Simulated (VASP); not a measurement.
Here is a VASP 6.6.1 calculation.

Contents of INCAR:

```
PREC     = Accurate       # precision mode
ENCUT    = 520            # plane-wave cutoff, eV
EDIFF    = 1E-7           # SCF threshold, eV
ISMEAR   = -1             # smearing method
SIGMA    = 0.05           # smearing width, eV
LREAL    = False          # projectors in reciprocal space
LASPH    = True           # aspherical terms in the spheres
NELM     = 100            # most SCF steps
ALGO     = Normal         # electronic algorithm
ISIF     = 2              # what is computed and relaxed
LWAVE    = False          # write WAVECAR
LCHARG   = False          # write CHGCAR
GGA      = B5             # functional
ALDAX    = 1.0          
AGGAX    = 1.0          
AGGAC    = 1.0          
ALDAC    = 0.0          
NBANDS   = 15             # bands
```

The input KPOINTS:

```
regular mesh
0
Gamma
  7 7 7
```

POSCAR

```
KBr
1.0
    0.0000000000      3.3218549415      3.3218549415
    3.3218549415      0.0000000000      3.3218549415
    3.3218549415      3.3218549415      0.0000000000
Br K
1 1
Direct
    0.5000000000      0.5000000000      0.5000000000
    0.0000000000      0.0000000000      0.0000000000
```

Potentials or basis: VASP PAW PBE potentials, release 64 (Br, K_sv).

Launch:

```bash
$ cat potpaw_PBE.64/Br/POTCAR potpaw_PBE.64/K_sv/POTCAR > POTCAR
$ mpirun -np 1 vasp_std > vasp.out
```

**Question.** Estimate the band gap on the k mesh.

**Answer.** 4.39 eV, direct.

**Question.** Estimate the pressure.

**Answer.** 1.2 GPa.

Caveat: the PAW data sets were made with another functional, which shifts forces and pressure a little. A k mesh can miss the band edges.
